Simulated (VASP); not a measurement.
# TiSi16 (a cell with a defect) in VASP: a series of runs, part 2 of 2

VASP 6.6.1. Earlier steps stand in the parts before.

### Step 3. Single point, PBE

Contents of INCAR:

```
PREC = Accurate
ENCUT = 520
EDIFF = 1E-6
ISMEAR = -1
SIGMA = 0.02
LREAL = Auto
LASPH = True
NELM = 80
ALGO = Normal
ISIF = 2
LWAVE = False
LCHARG = False
GGA = PE
NBANDS = 52
```

Contents of KPOINTS:

```
regular mesh
0
Gamma
  2 2 2
```

Contents of POSCAR:

```
TiSi16
1.0
    0.0000000000      5.4300000000      5.4300000000
    5.4300000000      0.0000000000      5.4300000000
    5.4300000000      5.4300000000      0.0000000000
Si Ti
16 1
Direct
    0.0057332413     -0.0025177716     -0.0022693370
    0.1448748619      0.1142925414      0.1145783610
    0.0011942910     -0.0310806630      0.5042591160
    0.1212941068      0.1065145488      0.6244042357
    0.0011721915      0.5040187845     -0.0307801105
    0.1212858195      0.6241537753      0.1067922652
   -0.0179730203      0.4848686004      0.4851413444
    0.1043337937      0.6070654696      0.6073739411
    0.5111376611      0.0140251381      0.0142590239
    0.6355349908      0.1384532228      0.1386830571
    0.4946159300     -0.0024916206      0.5088881215
    0.6115096685      0.1143238490      0.6479842541
    0.4946099448      0.5086620626     -0.0022454880
    0.6114904236      0.6477451197      0.1146012891
    0.4661640884      0.5040600368      0.5042895028
    0.6037000921      0.6241831492      0.6244284530
    0.8488899632      0.3516706262      0.3519549724
```

Potentials or basis: VASP PAW PBE potentials, release 64 (Si, Ti_sv).

Started as:

```sh
$ cat potpaw_PBE.64/Si/POTCAR potpaw_PBE.64/Ti_sv/POTCAR > POTCAR
$ mpirun -np 1 vasp_std > vasp.out
```

OUTCAR:

```text
PREC = Accurate
   ENCUT = 520
   EDIFF = 1E-6
   ISMEAR = -1
   LREAL = Auto
   LASPH = True
   NELM = 80
   ISIF = 2
   GGA = PE

 ion  position               nearest neighbor table
   1  0.006  0.997  0.998-  10 2.33   2 2.34   4 2.35   6 2.35
   2  0.145  0.114  0.115-   9 2.31   1 2.34   3 2.45   5 2.45  17 2.62
   3  0.001  0.969  0.504-   8 2.28   4 2.37  17 2.42   2 2.45  12 2.45
   4  0.121  0.107  0.624-   1 2.35  11 2.35   3 2.37   7 2.38  17 2.97
   5  0.001  0.504  0.969-   8 2.28   6 2.37  17 2.42  14 2.45   2 2.45
   6  0.121  0.624  0.107-   1 2.35  13 2.35   5 2.37   7 2.38  17 2.97
   7  0.982  0.485  0.485-   8 2.30  16 2.38   6 2.38   4 2.38  17 2.51
   8  0.104  0.607  0.607-  15 2.28   5 2.28   3 2.28   7 2.30
   9  0.511  0.014  0.014-   2 2.31  12 2.31  14 2.31  10 2.34
  10  0.636  0.138  0.139-  11 2.33   1 2.33  13 2.33   9 2.34
  11  0.495  0.998  0.509-  10 2.33  12 2.34  16 2.35   4 2.35
  12  0.612  0.114  0.648-   9 2.31  11 2.34   3 2.45  15 2.45  17 2.62
  13  0.495  0.509  0.998-  10 2.33  14 2.34  16 2.35   6 2.35
  14  0.611  0.648  0.115-   9 2.31  13 2.34  15 2.45   5 2.45  17 2.62
[... 206 lines left out ...]
 Fermi energy:         6.9097807451

 k-point     1 :       0.0000    0.0000    0.0000
  band No.  band energies     occupation
      1     -49.8657      2.00000
      2     -26.2588      2.00000
      3     -26.2239      2.00000
      4     -26.2239      2.00000
      5      -5.6954      2.00000
      6      -3.4958      2.00000
[... 413 lines left out ...]
     49       9.8764      0.00000
     50      10.4824      0.00000
 [bands above 50 left out]

------------------------ aborting loop because EDIFF is reached ----------------------------------------

  FORCE on cell =-STRESS in cart. coord.  units (eV):
  Direction    XX          YY          ZZ          XY          YZ          ZX
  --------------------------------------------------------------------------------------
  -------------------------------------------------------------------------------------
  Total        7.7303901      7.7247073      7.7255978     -0.8342067     -0.8382695     -0.8436395
  in kB       38.6796474     38.6512131     38.6556689     -4.1740223     -4.1943511     -4.2212200
  external PRESSURE =      38.6621765 kB  Pullay stress =       0.0000000 kB

 VOLUME and BASIS-vectors are now :
 -----------------------------------------------------------------------------
  energy-cutoff  :      520.00
  volume of cell :      320.21
      direct lattice vectors                 reciprocal lattice vectors
     0.000000000  5.430000000  5.430000000    -0.092081031  0.092081031  0.092081031
     5.430000000  0.000000000  5.430000000     0.092081031 -0.092081031  0.092081031
     5.430000000  5.430000000  0.000000000     0.092081031  0.092081031 -0.092081031

 POSITION                                       TOTAL-FORCE (eV/Angst)
 -----------------------------------------------------------------------------------
     10.83401      5.44881      5.44746        -0.046529     -0.095790     -0.095262
      1.24277      1.40883      1.40728         0.032628     -0.115903     -0.114651
      7.99936      2.74461      5.26772        -0.086021     -0.226791     -0.085615
      3.96889      4.04914      1.23700        -0.073360     -0.044274     -0.072639
      7.99969      5.26923      2.74319        -0.087076     -0.086196     -0.228113
      3.96904      1.23846      4.04774        -0.072741     -0.072378     -0.042877
[... 9 lines left out ...]
      6.77996      6.66874      6.66741        -0.043548     -0.072629     -0.072124
      3.82069      6.52059      6.51904         1.131557      1.122959      1.118241
 -----------------------------------------------------------------------------------
    total drift:                                0.008983      0.008418      0.006817

  FREE ENERGIE OF THE ION-ELECTRON SYSTEM (eV)
  ---------------------------------------------------
  free  energy   TOTEN  =       -91.7195311752 eV

  energy  without entropy=      -91.6926765126  energy(sigma->0) =      -91.70610384
```

stdout:

```text
POSCAR found type information on POSCAR SiTi
 POSCAR found :  2 types and      17 ions
 scaLAPACK will be used
 LDA part: xc-table for (Slater+PW92), standard interpolation
 POSCAR, INCAR and KPOINTS ok, starting setup
 FFT: planning ... GRIDC
 FFT: planning ... GRID_SOFT
 FFT: planning ... GRID
 WAVECAR not read
 entering main loop
```

It took 2.3 min on 1 thread of Intel Xeon 6975P-C (Granite Rapids), shared host; peak memory 0.5 GiB.

Results:

```
Free energy            : -91.7195 eV
Pressure               : 3.9 GPa
Largest force          : 1.947 eV/Å
Band gap on the k mesh : zero (band 38 reaches 6.92 eV, above the bottom of band 39 at 6.59 eV)
```

Forces in eV/Å, atoms in the order of the input:
```
Si  -0.047 -0.096 -0.095
Si   0.033 -0.116 -0.115
Si  -0.086 -0.227 -0.086
Si  -0.073 -0.044 -0.073
Si  -0.087 -0.086 -0.228
Si  -0.073 -0.072 -0.043
Si   0.097  0.098  0.099
Si   0.014  0.014  0.014
Si  -0.099 -0.098 -0.098
Si  -0.111 -0.111 -0.111
Si  -0.097 -0.096 -0.046
Si  -0.117 -0.116  0.033
Si  -0.096 -0.046 -0.096
Si  -0.117  0.032 -0.115
Si  -0.229 -0.086 -0.086
Si  -0.044 -0.073 -0.072
Ti   1.132  1.123  1.118
```

Levels at points of the mesh, in eV from the Fermi level:
| k point | band 35 | band 36 | band 37 | band 38 | band 39 | band 40 | band 41 | band 42 |
| --- | --- | --- | --- | --- | --- | --- | --- | --- |
| (0.00, 0.00, 0.00) | -1.10 | -0.89 | -0.61 | -0.32 | -0.32 | -0.01 | -0.01 | 0.16 |
| (0.50, 0.00, 0.00) | -1.37 | -1.34 | -0.18 | -0.01 | 0.16 | 0.40 | 0.59 | 0.74 |
| (0.00, 0.50, 0.00) | -1.37 | -1.34 | -0.18 | -0.01 | 0.16 | 0.40 | 0.59 | 0.74 |
| (0.00, 0.00, 0.50) | -1.37 | -1.34 | -0.18 | -0.01 | 0.16 | 0.40 | 0.59 | 0.74 |
| (0.50, 0.50, 0.50) | -1.36 | -1.36 | -0.34 | -0.18 | -0.18 | 0.65 | 0.65 | 0.81 |
| (0.50, 0.50, 0.00) | -1.95 | -1.81 | -0.46 | 0.01 | 0.42 | 0.78 | 1.08 | 1.18 |
| (0.00, 0.50, 0.50) | -1.95 | -1.81 | -0.46 | 0.01 | 0.42 | 0.78 | 1.08 | 1.18 |
| (0.50, 0.00, 0.50) | -1.95 | -1.81 | -0.46 | 0.01 | 0.42 | 0.78 | 1.08 | 1.18 |

Caveat: the k points lie up to 0.50 Å⁻¹ apart.

### Step 4. Single point, PBE

INCAR, as its differences from that of step 3:

```diff
@@ -11,4 +11,6 @@
 LWAVE = False
-LCHARG = False
+LCHARG = True
 GGA = PE
+LELF = True
+LVHAR = True
 NBANDS = 52
```

KPOINTS is that of step 3.

Contents of POSCAR:

```
TiSi16
1.0
    0.0000000000      5.4300000000      5.4300000000
    5.4300000000      0.0000000000      5.4300000000
    5.4300000000      5.4300000000      0.0000000000
Si Ti
16 1
Direct
    0.0078045120      0.0005726519      0.0004700737
    0.1447916206      0.1211383978      0.1210345304
    0.0003707182     -0.0231799263      0.5102110497
    0.1172584715      0.1158520258      0.6271687845
    0.0003476059      0.5103098527     -0.0232258748
    0.1172520258      0.6272673112      0.1157781768
   -0.0240891344      0.4859034991      0.4858283610
    0.1005052486      0.6104011971      0.6103649171
    0.5069410681      0.0169425414      0.0168281768
    0.6288775322      0.1389220994      0.1388195212
    0.4905560773      0.0006164825      0.5177547882
    0.6111622468      0.1212186004      0.6546725599
    0.4905566298      0.5178726519      0.0005181400
    0.6111833333      0.6547807551      0.1211483425
    0.4669063536      0.5103586556      0.5102459484
    0.6058658379      0.6273058011      0.6272045120
    0.7616479742      0.2716072744      0.2715282689
```

Potentials or basis: VASP PAW PBE potentials, release 64 (Si, Ti_sv).

Started as:

```sh
$ cat potpaw_PBE.64/Si/POTCAR potpaw_PBE.64/Ti_sv/POTCAR > POTCAR
$ mpirun -np 1 vasp_std > vasp.out
```

OUTCAR:

```text
PREC = Accurate
   ENCUT = 520
   EDIFF = 1E-6
   ISMEAR = -1
   LREAL = Auto
   LASPH = True
   NELM = 80
   ISIF = 2
   GGA = PE

 ion  position               nearest neighbor table
   1  0.008  0.001  0.000-   4 2.35   6 2.35   2 2.37  10 2.38  17 2.95
   2  0.145  0.121  0.121-   9 2.28   1 2.37  17 2.42   5 2.45   3 2.45
   3  0.000  0.977  0.510-   8 2.32   4 2.34   2 2.45  12 2.45  17 2.63
[... 649 lines left out ...]
  -------------------------------------------------------------------------------------
  Total        7.6149312      7.6208309      7.6209553     -0.7882146     -0.7942976     -0.7924397
  in kB       38.1019392     38.1314591     38.1320813     -3.9438970     -3.9743339     -3.9650377
  external PRESSURE =      38.1218265 kB  Pullay stress =       0.0000000 kB

 VOLUME and BASIS-vectors are now :
 -----------------------------------------------------------------------------
  energy-cutoff  :      520.00
  volume of cell :      320.21
      direct lattice vectors                 reciprocal lattice vectors
     0.000000000  5.430000000  5.430000000    -0.092081031  0.092081031  0.092081031
     5.430000000  0.000000000  5.430000000     0.092081031 -0.092081031  0.092081031
     5.430000000  5.430000000  0.000000000     0.092081031  0.092081031 -0.092081031

 POSITION                                       TOTAL-FORCE (eV/Angst)
 -----------------------------------------------------------------------------------
      0.00566      0.04493      0.04549         0.037237      0.064403      0.064813
      1.31500      1.44344      1.44400         0.219554      0.074342      0.074732
      8.07458      2.77246      5.30615         0.108406     -0.048288      0.107674
      4.03460      4.04224      1.26579         0.093669      0.045308      0.095156
      8.07487      5.30577      2.77287         0.107695      0.108061     -0.047947
      4.03474      1.26535      4.04274         0.093635      0.095860      0.045614
[... 9 lines left out ...]
      6.81199      6.69557      6.69612         0.045731      0.095207      0.095388
      2.94923      5.61015      5.61058        -1.056123     -1.066506     -1.066428
 -----------------------------------------------------------------------------------
    total drift:                                0.027390     -0.001231     -0.001082

  FREE ENERGIE OF THE ION-ELECTRON SYSTEM (eV)
  ---------------------------------------------------
  free  energy   TOTEN  =       -91.7704468984 eV

  energy  without entropy=      -91.7438122758  energy(sigma->0) =      -91.75712959
```

OSZICAR:

```text
N       E                     dE             d eps       ncg     rms          rms(c)
DAV:   1     0.345045322978E+03    0.34505E+03   -0.30836E+04   840   0.127E+03
DAV:   2    -0.561047331093E+02   -0.40115E+03   -0.38171E+03   940   0.247E+02
DAV:   3    -0.922629797052E+02   -0.36158E+02   -0.35182E+02  1240   0.669E+01
DAV:   4    -0.946822342899E+02   -0.24193E+01   -0.23863E+01  1296   0.148E+01
DAV:   5    -0.947428299580E+02   -0.60596E-01   -0.60393E-01  1072   0.226E+00    0.185E+01
DAV:   6    -0.943982230760E+02    0.34461E+00   -0.18043E+01  1168   0.208E+01    0.162E+01
DAV:   7    -0.925266971246E+02    0.18715E+01   -0.24755E+01  1132   0.254E+01    0.953E+00
DAV:   8    -0.918534396344E+02    0.67326E+00   -0.16326E+00  1020   0.566E+00    0.283E+00
DAV:   9    -0.917678515917E+02    0.85588E-01   -0.40224E-01  1240   0.261E+00    0.635E-01
DAV:  10    -0.917685198355E+02   -0.66824E-03   -0.21704E-02  1060   0.553E-01    0.433E-01
DAV:  11    -0.917701782254E+02   -0.16584E-02   -0.56739E-03  1000   0.324E-01    0.188E-01
DAV:  12    -0.917703990372E+02   -0.22081E-03   -0.11207E-03  1064   0.146E-01    0.675E-02
DAV:  13    -0.917704352281E+02   -0.36191E-04   -0.13125E-04  1032   0.496E-02    0.299E-02
DAV:  14    -0.917704442325E+02   -0.90044E-05   -0.42857E-05  1048   0.276E-02    0.910E-03
DAV:  15    -0.917704470333E+02   -0.28008E-05   -0.56251E-06   960   0.873E-03    0.342E-03
DAV:  16    -0.917704468984E+02    0.13490E-06   -0.10467E-06   568   0.435E-03
   1 F= -.91770447E+02 E0= -.91757130E+02  d E =-.266346E-01
```

Wall time 2.9 min (1 thread of Intel Xeon 6975P-C (Granite Rapids), shared host); peak memory 0.49 GiB.

Results:

| Item | Value |
| --- | --- |
| Free energy | -91.7704 eV |
| Pressure | 3.8 GPa |
| Largest force | 1.841 eV/Å |
| Band gap on the k mesh | zero (band 38 reaches 6.92 eV, above the bottom of band 39 at 6.58 eV) |

Forces on the atoms (eV/Å):
```
Si   0.037  0.064  0.065
Si   0.220  0.074  0.075
Si   0.108 -0.048  0.108
Si   0.094  0.045  0.095
Si   0.108  0.108 -0.048
Si   0.094  0.096  0.046
Si   0.125  0.126  0.126
Si   0.095  0.096  0.097
Si  -0.022 -0.020 -0.020
Si  -0.078 -0.076 -0.076
Si   0.063  0.064  0.038
Si   0.076  0.075  0.220
Si   0.063  0.039  0.064
Si   0.075  0.220  0.075
Si  -0.048  0.107  0.106
Si   0.046  0.095  0.095
Ti  -1.056 -1.067 -1.066
```

Caveat: the k points lie up to 0.50 Å⁻¹ apart.

### Step 5. Single point, PBE

Contents of INCAR:

```
PREC = Accurate ; ENCUT = 520
EDIFF = 1E-6 ; ISMEAR = -1
SIGMA = 0.02 ; LREAL = Auto
LASPH = True ; NELM = 100
ALGO = Normal ; ISIF = 2
LWAVE = False ; LCHARG = True
GGA = PE ; LELF = True
LVHAR = True ; NBANDS = 52
```

Contents of KPOINTS:

```
Automatic mesh
0
Gamma
  2 2 2
```

Contents of POSCAR:

```
TiSi16
1.0
    0.0000000000      5.4300000000      5.4300000000
    5.4300000000      0.0000000000      5.4300000000
    5.4300000000      5.4300000000      0.0000000000
Si Ti
16 1
Direct
    0.0053381215     -0.0025022099     -0.0022335175
    0.1443117864      0.1144138122      0.1146812155
    0.0014206262     -0.0309707182      0.5045022099
    0.1212867403      0.1068615101      0.6243845304
    0.0014048803      0.5042568140     -0.0306623389
    0.1212718232      0.6241132597      0.1071510129
   -0.0174249540      0.4853715470      0.4856796501
    0.1046944751      0.6074609576      0.6077530387
    0.5106474217      0.0135846225      0.0137691529
    0.6350174954      0.1379204420      0.1381504604
    0.4946642726     -0.0024786372      0.5084839779
    0.6116148250      0.1144465009      0.6474161142
    0.4946448435      0.5082577348     -0.0022234807
    0.6115793738      0.6472191529      0.1146963168
    0.4662697053      0.5042890424      0.5045363720
    0.6040569982      0.6241430018      0.6244043278
    0.8487692449      0.3515600368      0.3518537753
```

Started as:

```sh
$ cat potpaw_PBE.64/Si/POTCAR potpaw_PBE.64/Ti_sv/POTCAR > POTCAR
$ mpirun -np 1 vasp_std > vasp.out
```

It took 3 min on 1 thread of Intel Xeon 6975P-C (Granite Rapids), shared host; peak memory 0.49 GiB.

It converged, with:

- Free energy: -91.7196 eV
- Pressure: 3.9 GPa
- Largest force: 2.010 eV/Å
- Band gap on the k mesh: zero (band 38 reaches 6.92 eV, above the bottom of band 39 at 6.59 eV)

Forces in eV/Å, atoms in the order of the input:
```
Si  -0.047 -0.096 -0.096
Si   0.019 -0.116 -0.116
Si  -0.085 -0.234 -0.083
Si  -0.062 -0.041 -0.061
Si  -0.086 -0.086 -0.234
Si  -0.061 -0.061 -0.041
Si   0.043  0.043  0.044
Si   0.014  0.016  0.015
Si  -0.089 -0.088 -0.088
Si  -0.110 -0.110 -0.109
Si  -0.096 -0.096 -0.046
Si  -0.116 -0.116  0.019
Si  -0.096 -0.046 -0.095
Si  -0.117  0.020 -0.115
Si  -0.236 -0.087 -0.087
Si  -0.042 -0.060 -0.060
Ti   1.168  1.159  1.154
```

Stress tensor (GPa, compression positive):
```
 3.90 -0.40 -0.40
-0.40  3.89 -0.40
-0.40 -0.40  3.90
```

Levels at points of the mesh, in eV from the Fermi level:
```tsv
k point	band 34	band 35	band 36	band 37	band 38	band 39	band 40	band 41	band 42	band 43
(0.00, 0.00, 0.00)	-1.09	-1.09	-0.87	-0.61	-0.31	-0.31	-0.01	-0.01	0.17	0.73
(0.50, 0.00, 0.00)	-1.80	-1.36	-1.34	-0.18	0.00	0.16	0.40	0.59	0.75	1.09
(0.00, 0.50, 0.00)	-1.80	-1.37	-1.34	-0.18	0.00	0.16	0.40	0.59	0.75	1.09
(0.00, 0.00, 0.50)	-1.80	-1.37	-1.34	-0.18	0.00	0.16	0.40	0.59	0.75	1.09
(0.50, 0.50, 0.50)	-2.02	-1.35	-1.35	-0.32	-0.18	-0.18	0.66	0.66	0.82	1.22
(0.50, 0.50, 0.00)	-2.02	-1.94	-1.81	-0.45	0.01	0.42	0.78	1.08	1.17	1.35
(0.00, 0.50, 0.50)	-2.02	-1.94	-1.81	-0.45	0.01	0.42	0.78	1.08	1.17	1.35
(0.50, 0.00, 0.50)	-2.02	-1.94	-1.81	-0.45	0.01	0.42	0.78	1.08	1.17	1.35
```

Caveat: the k points lie up to 0.50 Å⁻¹ apart.
